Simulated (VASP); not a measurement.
# Si3N4 (P6_3/m) in VASP: electric field gradients with PBE

Aim: the electric field gradients of Si3N4 with PBE.

Program: VASP 6.6.1. These are calculated values, not measurements. Logs are shortened: lines on timing, memory, paths and dates and some standing lists are left out, and cuts for length are marked.

## (1) The cell of the first run

Symmetry: P6_3/m, No. 176, hexagonal system. The conventional cell has a = 7.664 Å, b = 7.664 Å, c = 2.926 Å, α = 90.00°, β = 90.00°, γ = 120.00°. Si (site symmetry m) has 4 N at 1.74 to 1.75 Å within 2.3 Å. N (site symmetry m) has 3 Si at 1.75 Å within 2.3 Å. Within 2.3 Å of N (site symmetry -6) lie 3 Si at 1.74 Å.

## (2) Electric field gradients, PBE

The input, INCAR:

```
ALGO     = Normal         # electronic algorithm
EDIFF    = 1E-8           # SCF threshold, eV
ENCUT    = 520            # plane-wave cutoff, eV
GGA      = PE             # functional
ISIF     = 2              # what is computed and relaxed
ISMEAR   = 0              # smearing method
LASPH    = T              # aspherical terms in the spheres
LCHARG   = F              # write CHGCAR
LEFG     = T            
LREAL    = F              # projectors in reciprocal space
LWAVE    = F              # write WAVECAR
NBANDS   = 45             # bands
NELM     = 80             # most SCF steps
PREC     = Accurate       # precision mode
SIGMA    = 0.01           # smearing width, eV
```

The input, KPOINTS:

```
k-points
0
Gamma
  6 6 8
```

The input, POSCAR:

```
Si3N4
1.0
    7.6636192489      0.0000000000      0.0000000000
   -3.8318096245      6.6368889545      0.0000000000
    0.0000000000      0.0000000000      2.9264354541
Si N
6 8
Direct
    0.7689127089      0.1750130426      0.2500000000
    0.5938996663      0.7689127089      0.7500000000
    0.8249869574      0.5938996663      0.2500000000
    0.2310872911      0.8249869574      0.7500000000
    0.4061003337      0.2310872911      0.2500000000
    0.1750130426      0.4061003337      0.7500000000
    0.0308339544      0.3300008820      0.2500000000
    0.7008330724      0.0308339544      0.7500000000
    0.6699991180      0.7008330724      0.2500000000
    0.9691660456      0.6699991180      0.7500000000
    0.2991669276      0.9691660456      0.2500000000
    0.3300008820      0.2991669276      0.7500000000
    0.6666666667      0.3333333333      0.2500000000
    0.3333333333      0.6666666667      0.7500000000
```

Potentials or basis: VASP PAW PBE potentials, release 64 (Si, N).

The run is started by

```
$ cat potpaw_PBE.64/Si/POTCAR potpaw_PBE.64/N/POTCAR > POTCAR
$ mpirun -np 1 vasp_std > vasp.out
```

OUTCAR:

```text
EDIFF = 1E-8
   ENCUT = 520
   GGA = PE
   ISIF = 2
   ISMEAR = 0
   LASPH = T
   LREAL = F
   NELM = 80
   PREC = Accurate

 ion  position               nearest neighbor table
   1  0.769  0.175  0.250-  13 1.74   7 1.75   8 1.75   8 1.75   5 3.02   3 3.02   6 3.07   6 3.07
                             2 3.07   2 3.07
   2  0.594  0.769  0.750-  14 1.74   8 1.75   9 1.75   9 1.75   6 3.02   4 3.02   3 3.07   3 3.07
                             1 3.07   1 3.07
   3  0.825  0.594  0.250-  13 1.74   9 1.75  10 1.75  10 1.75   5 3.02   1 3.02   4 3.07   4 3.07
                             2 3.07   2 3.07
   4  0.231  0.825  0.750-  14 1.74  10 1.75  11 1.75  11 1.75   2 3.02   6 3.02   3 3.07   3 3.07
                             5 3.07   5 3.07
   5  0.406  0.231  0.250-  13 1.74  11 1.75  12 1.75  12 1.75   3 3.02   1 3.02   6 3.07   6 3.07
                             4 3.07   4 3.07
   6  0.175  0.406  0.750-  14 1.74  12 1.75   7 1.75   7 1.75   2 3.02   4 3.02   1 3.07   1 3.07
                             5 3.07   5 3.07
   7  0.031  0.330  0.250-   1 1.75   6 1.75   6 1.75
   8  0.701  0.031  0.750-   2 1.75   1 1.75   1 1.75
   9  0.670  0.701  0.250-   3 1.75   2 1.75   2 1.75
  10  0.969  0.670  0.750-   4 1.75   3 1.75   3 1.75
  11  0.299  0.969  0.250-   5 1.75   4 1.75   4 1.75
  12  0.330  0.299  0.750-   6 1.75   5 1.75   5 1.75
  13  0.667  0.333  0.250-   1 1.74   3 1.74   5 1.74
  14  0.333  0.667  0.750-   4 1.74   6 1.74   2 1.74

  LATTYP: Found a hexagonal cell.
 ALAT       =     7.6636192489
 C/A-ratio  =     0.3818607578

  Lattice vectors:

 A1 = (   7.6636192489,   0.0000000000,   0.0000000000)
 A2 = (  -3.8318096245,   6.6368889545,   0.0000000000)
 A3 = (   0.0000000000,   0.0000000000,   2.9264354541)

Analysis of symmetry for initial positions (statically):
=====================================================================
 Subroutine PRICEL returns:
 Original cell was already a primitive cell.

 Routine SETGRP: Setting up the symmetry group for a
 hexagonal supercell.

 Subroutine GETGRP returns: Found 12 space group operations
 (whereof  6 operations were pure point group operations)
 out of a pool of 24 trial point group operations.

The static configuration has the point symmetry S_6 .
 The point group associated with its full space group is C_6h.

Analysis of symmetry for dynamics (positions and initial velocities):
=====================================================================
 Subroutine PRICEL returns:
 Original cell was already a primitive cell.

 Routine SETGRP: Setting up the symmetry group for a
 hexagonal supercell.

 Subroutine GETGRP returns: Found 12 space group operations
 (whereof  6 operations were pure point group operations)
 out of a pool of 24 trial point group operations.

The dynamic configuration has the point symmetry S_6 .
 The point group associated with its full space group is C_6h.

 Subroutine INISYM returns: Found 12 space group operations
 (whereof  6 operations are pure point group operations),
 and found     1 'primitive' translations

----------------------------------------------------------------------------------------

                                     Primitive cell

  volume of cell :     148.8461

  direct lattice vectors                    reciprocal lattice vectors
     7.663619249  0.000000000  0.000000000     0.130486650  0.075336502  0.000000000
    -3.831809624  6.636888954  0.000000000     0.000000000  0.150673005  0.000000000
     0.000000000  0.000000000  2.926435454     0.000000000  0.000000000  0.341712645

  length of vectors
     7.663619249  7.663619249  2.926435454     0.150673005  0.150673005  0.341712645

  position of ions in fractional coordinates (direct lattice)
     0.768912709  0.175013043  0.250000000
     0.593899666  0.768912709  0.750000000
     0.824986957  0.593899666  0.250000000
     0.231087291  0.824986957  0.750000000
     0.406100334  0.231087291  0.250000000
     0.175013043  0.406100334  0.750000000
     0.030833954  0.330000882  0.250000000
     0.700833072  0.030833954  0.750000000
[... 134 lines left out ...]
 number of electron      63.9999994 magnetization

 Free energy of the ion-electron system (eV)
  ---------------------------------------------------
  ext. energy  EPLUGINS =         0.00000000
  ---------------------------------------------------
  free energy    TOTEN  =      -114.54430843 eV

  energy without entropy =     -114.54430843  energy(sigma->0) =     -114.54430843

 E-fermi :   6.6347     XC(G=0): -10.7083

 val. band max:        6.5235968689   @ k =   0.0000   0.0000   0.1250
 cond. band min:      10.7859618572   @ k =   0.0000   0.0000   0.0000
 fundamental gap:      4.2623649883
 Fermi energy:         6.6347426197

 k-point     1 :       0.0000    0.0000    0.0000
  band No.  band energies     occupation
      1     -11.5271      2.00000
      2     -10.1089      2.00000
      3     -10.1089      2.00000
      4      -9.4783      2.00000
      5      -9.3398      2.00000
      6      -9.3398      2.00000
[... 1117 lines left out ...]
     43      14.6804      0.00000
     44      14.6804      0.00000

 [... further k-points ...]

 [bands above 44 left out]

------------------------ aborting loop because EDIFF is reached ----------------------------------------

  FORCE on cell =-STRESS in cart. coord.  units (eV):
  Direction    XX          YY          ZZ          XY          YZ          ZX
  --------------------------------------------------------------------------------------
  -------------------------------------------------------------------------------------
  Total       -0.2476452     -0.2476452     -0.2856664     -0.0000001      0.0000000      0.0000000
  in kB       -2.6656502     -2.6656502     -3.0749095     -0.0000006      0.0000000      0.0000000
  external PRESSURE =      -2.8020700 kB  Pullay stress =       0.0000000 kB

 VOLUME and BASIS-vectors are now :
 -----------------------------------------------------------------------------
  energy-cutoff  :      520.00
  volume of cell :      148.85
      direct lattice vectors                 reciprocal lattice vectors
     7.663619249  0.000000000  0.000000000     0.130486650  0.075336502  0.000000000
    -3.831809624  6.636888954  0.000000000     0.000000000  0.150673005  0.000000000
     0.000000000  0.000000000  2.926435454     0.000000000  0.000000000  0.341712645

 POSITION                                       TOTAL-FORCE (eV/Angst)
 -----------------------------------------------------------------------------------
      5.22204      1.16154      0.73161         0.002107      0.002209      0.000000
      1.60509      5.10319      2.19483        -0.000859      0.002929      0.000000
      4.04668      3.94165      0.73161        -0.002966      0.000721     -0.000000
     -1.39023      5.47535      2.19483        -0.002107     -0.002209      0.000000
      2.22672      1.53370      0.73161         0.000859     -0.002929      0.000000
     -0.21487      2.69524      2.19483         0.002966     -0.000721      0.000000
     -1.02820      2.19018      0.73161        -0.000576     -0.002286      0.000000
      5.25277      0.20464      2.19483         0.001691     -0.001642     -0.000000
      2.44916      4.65135      0.73161         0.002267      0.000644     -0.000000
      4.86001      4.44671      2.19483         0.000576      0.002286      0.000000
     -1.42096      6.43225      0.73161        -0.001691      0.001642      0.000000
      1.38265      1.98554      2.19483        -0.002267     -0.000644     -0.000000
      3.83181      2.21230      0.73161         0.000000     -0.000000     -0.000000
     -0.00000      4.42459      2.19483         0.000000     -0.000000     -0.000000
 -----------------------------------------------------------------------------------
    total drift:                               -0.000000      0.000000     -0.000000

  FREE ENERGIE OF THE ION-ELECTRON SYSTEM (eV)
  ---------------------------------------------------
  free  energy   TOTEN  =      -114.5443084285 eV

  energy  without entropy=     -114.5443084285  energy(sigma->0) =     -114.54430843

 Electric field gradients (V/A^2)
---------------------------------------------------------------------
 ion       V_xx      V_yy      V_zz      V_xy      V_xz      V_yz
---------------------------------------------------------------------
   1      -0.678     4.327    -3.649     7.099    -0.000     0.000
   2      -3.072     6.721    -3.649    -5.717    -0.000     0.000
   3       9.224    -5.575    -3.649    -1.382     0.000    -0.000
   4      -0.678     4.327    -3.649     7.099     0.000     0.000
   5      -3.072     6.721    -3.649    -5.717     0.000    -0.000
   6       9.224    -5.575    -3.649    -1.382    -0.000     0.000
   7       2.980   -29.404    26.423    31.985     0.000     0.000
   8     -49.007    22.584    26.423    -1.970     0.000     0.000
   9       6.393   -32.816    26.423   -30.015    -0.000     0.000
  10       2.980   -29.404    26.423    31.985     0.000     0.000
  11     -49.007    22.584    26.423    -1.970     0.000    -0.000
  12       6.393   -32.816    26.423   -30.015     0.000    -0.000
  13      24.327    24.327   -48.654     0.000    -0.000     0.000
  14      24.327    24.327   -48.654     0.000     0.000    -0.000
---------------------------------------------------------------------

 Electric field gradients after diagonalization (V/A^2)
 (convention: |V_zz| > |V_xx| > |V_yy|)
----------------------------------------------------------------------
 ion       V_xx      V_yy      V_zz     asymmetry (V_yy - V_xx)/ V_zz
----------------------------------------------------------------------
   1      -5.703    -3.649     9.352       0.220
   2      -5.703    -3.649     9.352       0.220
   3      -5.703    -3.649     9.352       0.220
   4      -5.703    -3.649     9.352       0.220
   5      -5.703    -3.649     9.352       0.220
   6      -5.703    -3.649     9.352       0.220
   7      26.423    22.638   -49.061       0.077
   8      26.423    22.638   -49.061       0.077
   9      26.423    22.639   -49.062       0.077
  10      26.423    22.638   -49.061       0.077
  11      26.423    22.638   -49.061       0.077
  12      26.423    22.639   -49.062       0.077
  13      24.327    24.327   -48.654       0.000
  14      24.327    24.327   -48.654       0.000
----------------------------------------------------------------------

           NMR quadrupolar parameters

 Cq : quadrupolar parameter    Cq=e*Q*V_zz/h
 eta: asymmetry parameters     (V_yy - V_xx)/ V_zz
 Q  : nuclear electric quadrupole moment in mb (millibarn)
----------------------------------------------------------------------
 ion       Cq(MHz)       eta       Q (mb)
----------------------------------------------------------------------
   1       0.023       0.220       1.000
   2       0.023       0.220       1.000
   3       0.023       0.220       1.000
   4       0.023       0.220       1.000
   5       0.023       0.220       1.000
   6       0.023       0.220       1.000
   7      -0.119       0.077       1.000
   8      -0.119       0.077       1.000
   9      -0.119       0.077       1.000
  10      -0.119       0.077       1.000
  11      -0.119       0.077       1.000
  12      -0.119       0.077       1.000
  13      -0.118       0.000       1.000
  14      -0.118       0.000       1.000
----------------------------------------------------------------------
```

Wall time 11 min (1 thread of Oxide Virtual Turin-like, shared host); peak memory 0.35 GiB.

What came out:

| Item | Value |
| --- | --- |
| Free energy | -114.5443 eV |
| Pressure | -0.3 GPa |
| Largest force | 0.003 eV/Å |
| Band gap on the k mesh | 4.26 eV (least direct gap 4.44 eV) |
| Largest electric field gradient by atom | Si +9.4; N -49.1, -48.7 (each value once) V/Å² |

Forces on the atoms (eV/Å):
```
Si   0.002  0.002  0.000
Si  -0.001  0.003  0.000
Si  -0.003  0.001  0.000
Si  -0.002 -0.002  0.000
Si   0.001 -0.003  0.000
Si   0.003 -0.001  0.000
N   -0.001 -0.002  0.000
N    0.002 -0.002  0.000
N    0.002  0.001  0.000
N    0.001  0.002  0.000
N   -0.002  0.002  0.000
N   -0.002 -0.001  0.000
N    0.000  0.000  0.000
N    0.000  0.000  0.000
```

Electric field gradients, principal values (V/Å²):
| atom | least | middle | greatest (by size) |
| --- | --- | --- | --- |
| 1 Si | -3.649 | -5.703 | 9.352 |
| 2 Si | -3.649 | -5.703 | 9.352 |
| 3 Si | -3.649 | -5.703 | 9.352 |
| 4 Si | -3.649 | -5.703 | 9.352 |
| 5 Si | -3.649 | -5.703 | 9.352 |
| 6 Si | -3.649 | -5.703 | 9.352 |
| 7 N | 22.638 | 26.423 | -49.061 |
| 8 N | 22.638 | 26.423 | -49.061 |
| 9 N | 22.639 | 26.423 | -49.062 |
| 10 N | 22.638 | 26.423 | -49.061 |
| 11 N | 22.638 | 26.423 | -49.061 |
| 12 N | 22.639 | 26.423 | -49.062 |
| 13 N | 24.327 | 24.327 | -48.654 |
| 14 N | 24.327 | 24.327 | -48.654 |

Caveat: without QUAD_EFG the Cq values of the log hold for a quadrupole moment of 1 mb, not for the nuclei. A k mesh can miss the band edges.
